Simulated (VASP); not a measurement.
Input of a VASP 6.6.1 run:

File INCAR:

```
PREC     = Accurate       # precision mode
ENCUT    = 500            # plane-wave cutoff, eV
EDIFF    = 1E-7           # SCF threshold, eV
ISMEAR   = -1             # smearing method
SIGMA    = 0.1            # smearing width, eV
LREAL    = F              # projectors in reciprocal space
LASPH    = T              # aspherical terms in the spheres
NELM     = 120            # most SCF steps
ALGO     = Normal         # electronic algorithm
ISIF     = 3              # what is computed and relaxed
LWAVE    = F              # write WAVECAR
LCHARG   = F              # write CHGCAR
GGA      = PE             # functional
IBRION   = 2              # ionic algorithm
NSW      = 60             # ionic steps
EDIFFG   = -0.01          # ionic threshold
GGA_COMPAT= F            
NELMIN   = 4
```

The input KPOINTS:

```
Automatic mesh
0
Gamma
  10 10 10
```

Contents of POSCAR:

```
W
1.0
    0.0000000000      1.9950000000      1.9950000000
    1.9950000000      0.0000000000      1.9950000000
    1.9950000000      1.9950000000      0.0000000000
W
1
Direct
    0.0000000000      0.0000000000      0.0000000000
```

Potentials or basis: VASP PAW PBE potentials, release 64 (W_sv).

Launch:

```bash
$ cat potpaw_PBE.64/W_sv/POTCAR > POTCAR
$ mpirun -np 1 vasp_std > vasp.out
```

Predict the space group after relaxing (to 0.1 Å).

Fm-3m (No. 225).

Estimate the band gap on the k mesh.

zero (bands 7 and 8 overlap by 3.56 eV).

What does it give for the relaxed cell?

a = 2.859 Å, b = 2.859 Å, c = 2.859 Å, α = 60.00°, β = 60.00°, γ = 60.00°.

Final structure:
```xyz
1
Lattice="0.0000 2.0213 2.0213 2.0213 0.0000 2.0213 2.0213 2.0213 0.0000" Properties=species:S:1:pos:R:3 pbc="T T T"
W     0.0000    0.0000    0.0000
```

Caveat: spin-orbit coupling is left out, which moves the levels of the heavy elements.
